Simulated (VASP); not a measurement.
Sr2AlO:

```
CELL_PARAMETERS angstrom
3.52871 0.00000 0.00000
-1.76436 3.05595 0.00000
0.00000 0.00000 8.60101
ATOMIC_POSITIONS crystal
Sr 0.00000 0.00000 0.71835
Sr 0.00000 0.00000 0.28165
Al 0.00000 0.00000 0.00000
O 0.00000 0.00000 0.50000
```

The cell was built from a structure type or drawn by symmetry, and may not be a known phase.

* Program: VASP 6.6.1
* Task: relaxation of cell and atoms
* Functional: PBE
* Potentials or basis: VASP PAW PBE potentials, release 64 (Sr_sv, Al, O_h)
* Cutoff: 910 eV
* k mesh: 6 × 6 × 2
* Occupations: gaussian, width 0.1 eV
* Spin: no spin polarisation

At the start: pressure 26.7 GPa; volume 23.19 Å³/atom.

Question: Where does the relaxation end?

Answer: Over 15 steps the energy falls by 1008.0 meV/atom and the volume is 35.99 Å³/atom (+55.2 %); space group P6/mmm (No. 191, to 0.1 Å) before and after.

Step by step:
```csv
step,energy change (eV),largest force (eV/Å),pressure (GPa),volume (Å³)
1,0.0000,1.3256,26.68,92.75
2,0.1287,1.7842,-6.18,148.42
3,-2.7392,3.3829,1.88,115.18
4,-2.8016,3.3946,3.17,112.79
5,-2.8159,3.2863,4.56,110.69
6,-3.7591,1.4318,1.58,125.69
7,-4.0182,0.0327,0.25,140.00
8,-4.0189,0.1173,0.20,140.88
9,-4.0185,0.1797,0.17,141.53
10,-4.0265,0.2512,0.28,142.65
11,-4.0277,0.2903,0.34,143.26
12,-4.0313,0.1070,-0.02,144.38
13,-4.0315,0.0525,-0.13,144.73
14,-4.0318,0.0430,-0.10,144.54
15,-4.0322,0.0147,-0.02,143.97
```

Final structure:
```xyz
4
Lattice="3.9696 0.0000 0.0000 -1.9848 3.4378 0.0000 0.0000 0.0000 10.5496" Properties=species:S:1:pos:R:3 pbc="T T T"
Sr   -1.9848    3.4378    7.3723
Sr    0.0000    0.0000    3.1773
Al   -1.9848    3.4378    0.0000
O    -1.9848    3.4378    5.2748
```

Caveat: the k points lie up to 0.30 Å⁻¹ apart in the final cell, too coarse for converged energies and pressures of a metal; the cutoff is under 1.25 times the usual one of these potentials, so pressure, stress and relaxed cells hold a basis-set (Pulay) error; the volume moved by over 15 % at a fixed basis, so the end points are rough; an odd number of electrons without spin polarisation forces a metal; a magnetic or distorted state may lie lower.
